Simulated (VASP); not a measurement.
ReS:

```xyz
2
Lattice="0.0000 2.4842 2.4842 2.4842 0.0000 2.4842 2.4842 2.4842 0.0000" Properties=species:S:1:pos:R:3 pbc="T T T"
Re    0.0000    0.0000    0.0000
S     2.4842    2.4842    2.4842
```

Base run:

* Program: VASP 6.6.1
* Functional: r2SCAN
* Potentials or basis: VASP PAW PBE potentials, release 64 (Re, S)
* Cutoff: 520 eV
* k mesh: 14 × 14 × 14
* Occupations: gaussian, width 0.1 eV
* Spin: collinear spin
* Starting moments: [2.0, 0.0] μB

Its results: pressure 1.1 GPa.

The run is repeated on the same cell with these changes: spin from collinear spin to no spin polarisation; further incar settings from ALGO = Normal; EDIFF = 1e-07; NBANDS = 18 to ALGO = Normal; EDIFF = 1e-07; NBANDS = 14. What comes out?

Pressure -6.4 GPa.

Caveats: the PAW data sets were made with another functional, which shifts forces and pressure a little; the cell stands under tension (at least some runs); an odd number of electrons without spin polarisation forces a metal (at least some runs); a magnetic or distorted state may lie lower (at least some runs).
